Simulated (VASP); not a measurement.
Here is a VASP 6.6.1 calculation.

Contents of POSCAR:

```
W
1.0
   -1.5973000000      1.5973000000      1.5573675000
    1.5973000000     -1.5973000000      1.5573675000
    1.5973000000      1.5973000000     -1.5573675000
W
1
Direct
    0.0000000000      0.0000000000      0.0000000000
```

INCAR.step1

```
ALGO     = Normal         # electronic algorithm
EDIFF    = 1E-4           # SCF threshold, eV
ENCUT    = 520            # plane-wave cutoff, eV
GGA      = PE             # functional
ISMEAR   = 0              # smearing method
LASPH    = True           # aspherical terms in the spheres
LCHARG   = False          # write CHGCAR
LREAL    = False          # projectors in reciprocal space
LWAVE    = True           # write WAVECAR
NBANDS   = 13             # bands
NELM     = 80             # most SCF steps
PREC     = Accurate       # precision mode
SIGMA    = 0.15           # smearing width, eV
```

Contents of INCAR.step2:

```
ALGO     = Normal         # electronic algorithm
EDIFF    = 1E-6           # SCF threshold, eV
ENCUT    = 520            # plane-wave cutoff, eV
ISIF     = 2              # what is computed and relaxed
ISMEAR   = 0              # smearing method
ISTART   = 1            
LASPH    = True           # aspherical terms in the spheres
LCHARG   = False          # write CHGCAR
LMIXTAU  = True         
LREAL    = False          # projectors in reciprocal space
LWAVE    = False          # write WAVECAR
METAGGA  = R2SCAN         # meta-GGA
NBANDS   = 13             # bands
NELM     = 80             # most SCF steps
PREC     = Accurate       # precision mode
SIGMA    = 0.15           # smearing width, eV
```

Contents of KPOINTS:

```
k-points
0
Gamma
  20 20 20
```

Potentials or basis: VASP PAW PBE potentials, release 64 (W_sv).

Launch:

```bash
$ cat potpaw_PBE.64/W_sv/POTCAR > POTCAR
$ cp INCAR.step1 INCAR
$ mpirun -np 1 vasp_std > vasp.out
$ cp INCAR.step2 INCAR
$ mpirun -np 1 vasp_std > vasp.out
```

Estimate the pressure.

1.6 GPa.

What does it give for the band gap on the k mesh?

Zero (bands 7 and 8 overlap by 6.49 eV).

Stress tensor (GPa, compression positive):
```
-1.56  0.00  0.00
 0.00 -1.56  0.00
 0.00  0.00  7.93
```

Caveat: the cell differs from its parent crystal (strain +0.000 along x and y, -0.025 along z); the stress differs along the axes, from -2 to 8 GPa; the PAW data sets were made with another functional, which shifts forces and pressure a little; spin-orbit coupling is left out, which moves the levels of the heavy elements.
